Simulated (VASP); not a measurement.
# TiHg (P4/mmm) in VASP: a series of runs

The runs below take TiHg through single point, with LDA.

Everything below comes from runs of VASP 6.6.1. Logs are shortened: lines on timing, memory, paths and dates and some standing lists are left out, and cuts for length are marked.

## Step 1: The cell of the first run

The structure is tetragonal, space group P4/mmm (No. 123). Conventional cell: a = 3.068 Å, b = 3.068 Å, c = 4.120 Å, α = 90.00°, β = 90.00°, γ = 90.00°. Within 3.9 Å of Ti (site symmetry 4/mmm) lie 8 Hg at 2.99 Å and 4 Ti at 3.07 Å. Within 3.9 Å of Hg (site symmetry 4/mmm) lie 8 Ti at 2.99 Å and 4 Hg at 3.07 Å.

## Step 2: Single point, LDA (19.39 Å³/atom)

Contents of INCAR:

```
PREC = Accurate
ENCUT = 520
EDIFF = 1E-6
ISMEAR = -1
SIGMA = 0.08
LREAL = F
LASPH = T
NELM = 100
ALGO = Normal
ISIF = 2
LWAVE = F
LCHARG = F
GGA = CA
NBANDS = 19
```

Contents of KPOINTS:

```
Automatic mesh
0
Gamma
  14 14 10
```

Contents of POSCAR:

```
TiHg
1.0
    3.0680149827      0.0000000000      0.0000000000
    0.0000000000      3.0680149827      0.0000000000
    0.0000000000      0.0000000000      4.1202554154
Ti Hg
1 1
Direct
    0.5000000000      0.5000000000      0.5000000000
    0.0000000000      0.0000000000      0.0000000000
```

Potentials or basis: VASP PAW LDA potentials, release 64 (Ti_sv, Hg).

Run with:

```console
$ cat potpaw_LDA.64/Ti_sv/POTCAR potpaw_LDA.64/Hg/POTCAR > POTCAR
$ mpirun -np 1 vasp_std > vasp.out
```

OUTCAR:

```text
PREC = Accurate
   ENCUT = 520
   EDIFF = 1E-6
   ISMEAR = -1
   LREAL = F
   LASPH = T
   NELM = 100
   ISIF = 2
   GGA = CA

 ion  position               nearest neighbor table
   1  0.500  0.500  0.500-   2 2.99   2 2.99   2 2.99   2 2.99   2 2.99   2 2.99   2 2.99   2 2.99

   2  0.000  0.000  0.000-   1 2.99   1 2.99   1 2.99   1 2.99   1 2.99   1 2.99   1 2.99   1 2.99

  LATTYP: Found a simple tetragonal cell.
 ALAT       =     3.0680149827
 C/A-ratio  =     1.3429710867

  Lattice vectors:

 A1 = (   3.0680149827,   0.0000000000,   0.0000000000)
 A2 = (   0.0000000000,   3.0680149827,   0.0000000000)
 A3 = (   0.0000000000,   0.0000000000,   4.1202554154)

Analysis of symmetry for initial positions (statically):
=====================================================================
 Subroutine PRICEL returns:
 Original cell was already a primitive cell.

 Routine SETGRP: Setting up the symmetry group for a
 simple tetragonal supercell.

 Subroutine GETGRP returns: Found 16 space group operations
 (whereof 16 operations were pure point group operations)
 out of a pool of 16 trial point group operations.

The static configuration has the point symmetry D_4h.

Analysis of symmetry for dynamics (positions and initial velocities):
=====================================================================
 Subroutine PRICEL returns:
 Original cell was already a primitive cell.

 Routine SETGRP: Setting up the symmetry group for a
 simple tetragonal supercell.

 Subroutine GETGRP returns: Found 16 space group operations
 (whereof 16 operations were pure point group operations)
 out of a pool of 16 trial point group operations.

The dynamic configuration has the point symmetry D_4h.

 Subroutine INISYM returns: Found 16 space group operations
 (whereof 16 operations are pure point group operations),
 and found     1 'primitive' translations

----------------------------------------------------------------------------------------

                                     Primitive cell

  volume of cell :      38.7828

  direct lattice vectors                    reciprocal lattice vectors
     3.068014983  0.000000000  0.000000000     0.325943649  0.000000000  0.000000000
     0.000000000  3.068014983  0.000000000     0.000000000  0.325943649  0.000000000
     0.000000000  0.000000000  4.120255415     0.000000000  0.000000000  0.242703400

  length of vectors
     3.068014983  3.068014983  4.120255415     0.325943649  0.325943649  0.242703400

  position of ions in fractional coordinates (direct lattice)
     0.500000000  0.500000000  0.500000000
     0.000000000  0.000000000  0.000000000

  ion indices of the primitive-cell ions
   primitive index   ion index
                 1           1
                 2           2

----------------------------------------------------------------------------------------

 KPOINTS: Automatic mesh

Automatic generation of k-mesh.
 Grid dimensions read from file:
 generate k-points for:   14   14   10

 Generating k-lattice:

  Cartesian coordinates                     Fractional coordinates (reciprocal lattice)
     0.023281689  0.000000000  0.000000000     0.071428571  0.000000000  0.000000000
     0.000000000  0.023281689  0.000000000     0.000000000  0.071428571  0.000000000
     0.000000000  0.000000000  0.024270340     0.000000000  0.000000000  0.100000000

  Length of vectors
     0.023281689  0.023281689  0.024270340

  Shift w.r.t. Gamma in fractional coordinates (k-lattice)
     0.000000000  0.000000000  0.000000000

 Subroutine IBZKPT returns following result:
 ===========================================

 Found    216 irreducible k-points:

 Following reciprocal coordinates:
            Coordinates               Weight
  0.000000  0.000000  0.000000      1.000000
  0.071429  0.000000  0.000000      4.000000
  0.142857  0.000000  0.000000      4.000000
  0.214286  0.000000  0.000000      4.000000
  0.285714  0.000000  0.000000      4.000000
  0.357143  0.000000  0.000000      4.000000
[... 16 lines left out ...]
  0.285714  0.214286  0.000000      8.000000
  0.357143  0.214286  0.000000      8.000000
 [... further k-points ...]
   k-points           NKPTS =    216   k-points in BZ     NKDIM =    216   number of bands    NBANDS=     19
   number of dos      NEDOS =    301   number of ions     NIONS =      2
   total plane-waves  NPLWV =  18432
   dimension x,y,z NGX =    24 NGY =   24 NGZ =   32
   dimension x,y,z NGXF=    48 NGYF=   48 NGZF=   64
   ions per type =               1   1
   NGX,Y,Z   is equivalent  to a cutoff of  13.00, 13.00, 12.91 a.u.
   NGXF,Y,Z  is equivalent  to a cutoff of  26.01, 26.01, 25.82 a.u.
 SYSTEM =  unknown system
   PREC   = accura    normal or accurate (medium, high low for compatibility)
   ISTART =      0    job   : 0-new  1-cont  2-samecut
   ICHARG =      2    charge: 1-file 2-atom 10-const
   ISPIN  =      1    spin polarized calculation?
[... 42 lines left out ...]

 number of electron      24.0000007 magnetization

 Free energy of the ion-electron system (eV)
  ---------------------------------------------------
  ext. energy  EPLUGINS =         0.00000000
  ---------------------------------------------------
  free energy    TOTEN  =        -9.71769374 eV

  energy without entropy =       -9.65703088  energy(sigma->0) =       -9.68736231

 E-fermi :   5.6489     XC(G=0): -11.7698

 val. band max:        5.6470507427   @ k =   0.3571   0.0000   0.5000
 cond. band min:       5.6510293654   @ k =   0.2143   0.0714   0.0000
 fundamental gap:      0.0039786227
 Fermi energy:         5.6489490240

 k-point     1 :       0.0000    0.0000    0.0000
  band No.  band energies     occupation
      1     -50.8340      2.00000
      2     -27.5927      2.00000
      3     -27.2843      2.00000
      4     -27.2843      2.00000
      5      -3.3378      2.00000
      6      -2.6120      2.00000
[... 11 lines left out ...]
     18      13.9743      0.00000
     19      13.9743      0.00000

 k-point     2 :       0.0714    0.0000    0.0000
  band No.  band energies     occupation
      1     -50.8329      2.00000
      2     -27.5916      2.00000
      3     -27.2954      2.00000
      4     -27.2834      2.00000
      5      -3.2386      2.00000
      6      -2.5681      2.00000
[... 11 lines left out ...]
     18      13.5703      0.00000
     19      14.1622      0.00000

 k-point     3 :       0.1429    0.0000    0.0000
  band No.  band energies     occupation
      1     -50.8298      2.00000
      2     -27.5887      2.00000
      3     -27.3265      2.00000
      4     -27.2809      2.00000
      5      -2.9817      2.00000
      6      -2.4052      2.00000
[... 11 lines left out ...]
     18      13.1262      0.00000
     19      14.6963      0.00000

 k-point     4 :       0.2143    0.0000    0.0000
  band No.  band energies     occupation
      1     -50.8253      2.00000
      2     -27.5844      2.00000
      3     -27.3711      2.00000
      4     -27.2772      2.00000
      5      -2.7227      2.00000
      6      -1.9955      2.00000
[... 11 lines left out ...]
     18      12.9625      0.00000
     19      15.5112      0.00000

 k-point     5 :       0.2857    0.0000    0.0000
  band No.  band energies     occupation
      1     -50.8203      2.00000
      2     -27.5796      2.00000
      3     -27.4203      2.00000
      4     -27.2731      2.00000
      5      -2.5603      2.00000
      6      -1.7899      2.00000
[... 11 lines left out ...]
     18      12.9064      0.00000
     19      16.5380      0.00000
[... 334 lines left out ...]
      2     -27.5666      2.00000
      3     -27.4999      2.00000
      4     -27.3059      2.00000
      5      -2.0107      2.00000
      6      -2.0094      2.00000
[... 11 lines left out ...]
     18      14.1843      0.00000
     19      15.1244      0.00000

 k-point    22 :       0.2143    0.2143    0.0000
  band No.  band energies     occupation
      1     -50.8167      2.00000
      2     -27.5756      2.00000
      3     -27.3652      2.00000
      4     -27.3592      2.00000
      5      -1.9045      2.00000
      6      -1.8841      2.00000
[... 11 lines left out ...]
     18      11.1957      0.00000
     19      13.7289      0.00000

 k-point    23 :       0.2857    0.2143    0.0000
  band No.  band energies     occupation
      1     -50.8118      2.00000
      2     -27.5705      2.00000
      3     -27.4106      2.00000
      4     -27.3569      2.00000
      5      -1.8855      2.00000
      6      -1.7310      2.00000
[... 11 lines left out ...]
     18      11.5965      0.00000
     19      13.8932      0.00000

 k-point    24 :       0.3571    0.2143    0.0000
  band No.  band energies     occupation
      1     -50.8074      2.00000
      2     -27.5660      2.00000
      3     -27.4537      2.00000
      4     -27.3524      2.00000
      5      -1.9174      2.00000
      6      -1.8834      2.00000
[... 11 lines left out ...]
     18      12.4741      0.00000
     19      14.2593      0.00000

 [... further k-points ...]

------------------------ aborting loop because EDIFF is reached ----------------------------------------

  FORCE on cell =-STRESS in cart. coord.  units (eV):
  Direction    XX          YY          ZZ          XY          YZ          ZX
  --------------------------------------------------------------------------------------
  -------------------------------------------------------------------------------------
  Total       -2.7037184     -2.7037184     -2.6466201      0.0000000     -0.0000000      0.0000000
  in kB     -111.6947979   -111.6947979   -109.3359784      0.0000000     -0.0000000      0.0000000
  external PRESSURE =    -110.9085247 kB  Pullay stress =       0.0000000 kB

 VOLUME and BASIS-vectors are now :
 -----------------------------------------------------------------------------
  energy-cutoff  :      520.00
  volume of cell :       38.78
      direct lattice vectors                 reciprocal lattice vectors
     3.068014983  0.000000000  0.000000000     0.325943649  0.000000000  0.000000000
     0.000000000  3.068014983  0.000000000     0.000000000  0.325943649  0.000000000
     0.000000000  0.000000000  4.120255415     0.000000000  0.000000000  0.242703400

 POSITION                                       TOTAL-FORCE (eV/Angst)
 -----------------------------------------------------------------------------------
      1.53401      1.53401      2.06013         0.000000      0.000000      0.000000
      0.00000      0.00000      0.00000         0.000000      0.000000      0.000000
 -----------------------------------------------------------------------------------
    total drift:                                0.000000      0.000000     -0.000000

  FREE ENERGIE OF THE ION-ELECTRON SYSTEM (eV)
  ---------------------------------------------------
  free  energy   TOTEN  =        -9.7176937413 eV

  energy  without entropy=       -9.6570308807  energy(sigma->0) =       -9.68736231
```

Wall time 62 s (1 thread of Intel Xeon Platinum 8488C (Sapphire Rapids), shared host); peak memory 0.26 GiB.

Results:

- Free energy: -9.7177 eV
- Pressure: -11.1 GPa
- Band gap on the k mesh: zero (bands 12 and 13 overlap by 1.00 eV)

Caveat: the cell stands under tension; spin-orbit coupling is left out, which moves the levels of the heavy elements.

## Step 3: Single point, LDA (18.48 Å³/atom)

This run uses another cell than the first one, of 18.48 Å³/atom.

Contents of INCAR:

```
PREC = Accurate ; ENCUT = 520
EDIFF = 1E-6 ; ISMEAR = -1
SIGMA = 0.08 ; LREAL = False
LASPH = True ; NELM = 60
ALGO = Normal ; ISIF = 2
LWAVE = False ; LCHARG = False
GGA = CA ; NBANDS = 19
```

Contents of KPOINTS:

```
regular mesh
0
Gamma
  14 14 10
```

Contents of POSCAR:

```
TiHg
1.0
    3.0189967512      0.0000000000      0.0000000000
    0.0000000000      3.0189967512      0.0000000000
    0.0000000000      0.0000000000      4.0544253478
Ti Hg
1 1
Direct
    0.5000000000      0.5000000000      0.5000000000
    0.0000000000      0.0000000000      0.0000000000
```

Potentials or basis: VASP PAW LDA potentials, release 64 (Ti_sv, Hg).

Run with:

```console
$ cat potpaw_LDA.64/Ti_sv/POTCAR potpaw_LDA.64/Hg/POTCAR > POTCAR
$ mpirun -np 1 vasp_std > vasp.out
```

Wall time 36 s (1 thread of Intel Xeon 6975P-C (Granite Rapids), shared host); peak memory 0.26 GiB.

It converged, with:

```
Free energy            : -9.8202 eV
Pressure               : -6.8 GPa
Band gap on the k mesh : zero (bands 12 and 13 overlap by 1.09 eV)
```

Stress tensor (GPa, compression positive):
```
-6.99  0.00  0.00
 0.00 -6.99  0.00
 0.00  0.00 -6.45
```

Levels at points of the mesh, in eV from the Fermi level:
| k point | band 9 | band 10 | band 11 | band 12 | band 13 | band 14 | band 15 | band 16 |
| --- | --- | --- | --- | --- | --- | --- | --- | --- |
| (0.00, 0.00, 0.00) | -6.99 | -6.52 | -0.45 | -0.31 | 1.25 | 1.91 | 1.91 | 2.41 |
| (0.50, 0.00, 0.00) | -6.81 | -3.73 | -3.51 | -1.04 | -0.42 | 1.12 | 1.71 | 3.53 |
| (0.50, 0.50, 0.00) | -5.81 | -2.15 | 0.30 | 0.30 | 1.16 | 1.16 | 1.34 | 3.14 |
| (0.00, 0.00, 0.50) | -6.50 | -6.41 | -4.61 | -0.72 | 0.72 | 1.18 | 1.18 | 2.34 |
| (0.50, 0.00, 0.50) | -6.85 | -3.62 | -1.67 | -0.72 | -0.27 | 1.58 | 1.90 | 1.93 |
| (0.50, 0.50, 0.50) | -5.81 | -2.04 | -1.68 | -1.68 | 1.17 | 1.57 | 3.14 | 5.71 |

Caveat: the cell stands under tension; spin-orbit coupling is left out, which moves the levels of the heavy elements.

## Step 4: Single point, LDA (zz strain of +1 %)

Contents of INCAR:

```
SYSTEM = TiHg
PREC     = Accurate       ! precision mode
ENCUT    = 520            ! plane-wave cutoff, eV
EDIFF    = 1E-6           ! SCF threshold, eV
ISMEAR   = -1             ! smearing method
SIGMA    = 0.08           ! smearing width, eV
LREAL    = .FALSE.        ! projectors in reciprocal space
LASPH    = .TRUE.         ! aspherical terms in the spheres
NELM     = 60             ! most SCF steps
ALGO     = Normal         ! electronic algorithm
ISIF     = 2              ! what is computed and relaxed
LWAVE    = .FALSE.        ! write WAVECAR
LCHARG   = .FALSE.        ! write CHGCAR
GGA      = CA             ! functional
NBANDS   = 19             ! bands
```

Contents of KPOINTS:

```
regular mesh
0
G
  14 14 10
  0 0 0
```

Contents of POSCAR:

```
TiHg
1.0
    3.0090000000      0.0000000000      0.0000000000
    0.0000000000      3.0090000000      0.0000000000
    0.0000000000      0.0000000000      4.0814100000
Ti Hg
1 1
Direct
    0.5000000000      0.5000000000      0.5000000000
    0.0000000000      0.0000000000      0.0000000000
```

Run with:

```console
$ cat potpaw_LDA.64/Ti_sv/POTCAR potpaw_LDA.64/Hg/POTCAR > POTCAR
$ mpirun -np 1 vasp_std > vasp.out
```

Run time: 36 s. Hardware: 1 thread of Intel Xeon 6975P-C (Granite Rapids), shared host; peak memory 0.26 GiB.

It converged, with:

```yaml
Free_energy: -9.8207 eV
Pressure: -6.8 GPa
Band_gap_on_the_k_mesh: zero (bands 12 and 13 overlap by 1.11 eV)
```

Levels at points of the mesh, in eV from the Fermi level:
| k point | band 9 | band 10 | band 11 | band 12 | band 13 | band 14 | band 15 | band 16 |
| --- | --- | --- | --- | --- | --- | --- | --- | --- |
| (0.00, 0.00, 0.00) | -6.98 | -6.50 | -0.47 | -0.35 | 1.14 | 1.91 | 1.91 | 2.43 |
| (0.50, 0.00, 0.00) | -6.80 | -3.71 | -3.46 | -1.07 | -0.42 | 1.14 | 1.73 | 3.55 |
| (0.50, 0.50, 0.00) | -5.79 | -2.11 | 0.34 | 0.34 | 1.14 | 1.14 | 1.37 | 3.17 |
| (0.00, 0.00, 0.50) | -6.48 | -6.45 | -4.62 | -0.72 | 0.67 | 1.21 | 1.21 | 2.37 |
| (0.50, 0.00, 0.50) | -6.87 | -3.59 | -1.69 | -0.71 | -0.28 | 1.58 | 1.90 | 1.94 |
| (0.50, 0.50, 0.50) | -5.79 | -2.04 | -1.66 | -1.66 | 1.23 | 1.55 | 3.18 | 5.67 |

Caveat: the cell differs from its parent crystal (zz strain of +1 %); the cell stands under tension; spin-orbit coupling is left out, which moves the levels of the heavy elements.

## Step 5: Single point, LDA (18.66 Å³/atom)

This run uses another cell than the first one, of 18.66 Å³/atom.

Contents of INCAR:

```
SYSTEM = TiHg
ALGO = Normal
EDIFF = 1E-7
ENCUT = 520
GGA = CA
ISIF = 2
ISMEAR = -1
LASPH = .True.
LCHARG = .False.
LREAL = .False.
LWAVE = .False.
NBANDS = 19
NELM = 80
PREC = Accurate
SIGMA = 0.08
```

Contents of KPOINTS:

```
k-points
0
Gamma
  14 14 10
  0 0 0
```

Contents of POSCAR:

```
TiHg
1.0
    3.0289277331      0.0000000000      0.0000000000
    0.0000000000      3.0289277331      0.0000000000
    0.0000000000      0.0000000000      4.0677623693
Ti Hg
1 1
Direct
    0.5000000000      0.5000000000      0.5000000000
    0.0000000000      0.0000000000      0.0000000000
```

Run with:

```console
$ cat potpaw_LDA.64/Ti_sv/POTCAR potpaw_LDA.64/Hg/POTCAR > POTCAR
$ mpirun -np 1 vasp_std > vasp.out
```

Wall time 39 s (1 thread of Intel Xeon 6975P-C (Granite Rapids), shared host); peak memory 0.26 GiB.

Results (log left out):

```
Free energy            : -9.8037 eV
Pressure               : -7.8 GPa
Band gap on the k mesh : zero (bands 12 and 13 overlap by 1.07 eV)
```

Stress tensor (GPa, compression positive):
```
-7.95  0.00  0.00
 0.00 -7.95  0.00
 0.00  0.00 -7.47
```

Levels at points of the mesh, in eV from the Fermi level:
| k point | band 8 | band 9 | band 10 | band 11 | band 12 | band 13 | band 14 | band 15 | band 16 | band 17 |
| --- | --- | --- | --- | --- | --- | --- | --- | --- | --- | --- |
| (0.00, 0.00, 0.00) | -6.97 | -6.97 | -6.50 | -0.44 | -0.32 | 1.24 | 1.88 | 1.88 | 2.38 | 7.25 |
| (0.50, 0.00, 0.00) | -7.14 | -6.79 | -3.69 | -3.52 | -1.02 | -0.41 | 1.11 | 1.69 | 3.48 | 7.84 |
| (0.50, 0.50, 0.00) | -7.38 | -5.81 | -2.15 | 0.30 | 0.30 | 1.14 | 1.14 | 1.32 | 3.10 | 4.04 |
| (0.00, 0.00, 0.50) | -6.92 | -6.48 | -6.38 | -4.58 | -0.70 | 0.72 | 1.16 | 1.16 | 2.31 | 11.96 |
| (0.50, 0.00, 0.50) | -6.92 | -6.83 | -3.62 | -1.65 | -0.72 | -0.27 | 1.56 | 1.87 | 1.90 | 3.47 |
| (0.50, 0.50, 0.50) | -6.67 | -5.81 | -2.01 | -1.65 | -1.65 | 1.11 | 1.55 | 3.10 | 5.66 | 5.66 |

Caveat: the cell stands under tension; spin-orbit coupling is left out, which moves the levels of the heavy elements.

## Step 6: Overview

```csv
cell,gap on the mesh (eV),pressure (GPa)
"a = 3.068, b = 3.068, c = 4.120 Å, 2 atoms",none,-11.1
"a = 3.019, b = 3.019, c = 4.054 Å, 2 atoms",none,-6.8
"a = 3.009, b = 3.009, c = 4.081 Å, 2 atoms",none,-6.8
"a = 3.029, b = 3.029, c = 4.068 Å, 2 atoms",none,-7.8
```

Alike in all rows: task single point; level LDA; potentials or basis VASP PAW LDA potentials, release 64 (Ti_sv, Hg); no spin polarisation; k mesh 14 × 14 × 10; cutoff (eV) 520; smearing fermi-dirac 0.08 eV.

Caveats: the cell stands under tension; spin-orbit coupling is left out, which moves the levels of the heavy elements.

Absolute energies hang on the potentials; compare differences alone.
